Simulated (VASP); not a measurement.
Here is a VASP 6.6.1 calculation.

The input POSCAR:

```
MgTe
1.0
    4.4631947571      0.0000000000      0.0000000000
   -2.2315973785      3.8652400417      0.0000000000
    0.0000000000      0.0000000000      7.2687120255
Mg Te
2 2
Direct
    0.3333333333      0.6666666667     -0.0006080520
    0.6666666667      0.3333333333      0.4993919480
    0.3333333333      0.6666666667      0.3756080520
    0.6666666667      0.3333333333      0.8756080520
```

The input INCAR.step1:

```
PREC     = Accurate       # precision mode
ENCUT    = 520            # plane-wave cutoff, eV
EDIFF    = 1E-5           # SCF threshold, eV
ISMEAR   = 0              # smearing method
SIGMA    = 0.01           # smearing width, eV
LREAL    = F              # projectors in reciprocal space
LASPH    = T              # aspherical terms in the spheres
NELM     = 120            # most SCF steps
ALGO     = Normal         # electronic algorithm
ISIF     = 2              # what is computed and relaxed
LWAVE    = T              # write WAVECAR
NBANDS   = 16             # bands
GGA      = PE             # functional
GGA_COMPAT= F
```

INCAR.step2

```
PREC     = Accurate       # precision mode
ENCUT    = 520            # plane-wave cutoff, eV
EDIFF    = 1E-6           # SCF threshold, eV
ISMEAR   = 0              # smearing method
SIGMA    = 0.01           # smearing width, eV
LREAL    = F              # projectors in reciprocal space
LASPH    = T              # aspherical terms in the spheres
NELM     = 120            # most SCF steps
ALGO     = Normal         # electronic algorithm
ISIF     = 2              # what is computed and relaxed
LWAVE    = F              # write WAVECAR
LCHARG   = T              # write CHGCAR
GGA      = PE             # functional
LHFCALC  = T              # exact exchange
HFSCREEN = 0.2079         # screening, 1/A
PRECFOCK = Normal       
LELF     = T              # ELF
LVHAR    = T            
NBANDS   = 16             # bands
ISTART   = 1            
GGA_COMPAT= F
```

File KPOINTS:

```
regular mesh
0
Gamma
  6 6 2
```

Potentials or basis: VASP PAW PBE potentials, release 64 (Mg, Te).

Command:

```bash
$ cat potpaw_PBE.64/Mg/POTCAR potpaw_PBE.64/Te/POTCAR > POTCAR
$ cp INCAR.step1 INCAR
$ mpirun -np 1 vasp_std > vasp.out
$ cp INCAR.step2 INCAR
$ mpirun -np 1 vasp_std > vasp.out
```

(1) What does it give for the pressure?

(2) Estimate the band gap on the k mesh.

Results:

(1) 3.0 GPa.

(2) 3.58 eV.

Caveat: the k points lie up to 0.43 Å⁻¹ apart; the cell differs from its parent crystal (strain -2.5%); the structure was generated, so it needn't be the stable form of MgTe; the PAW data sets were made with another functional, which shifts forces and pressure a little; spin-orbit coupling is left out, which moves the levels of the heavy elements.
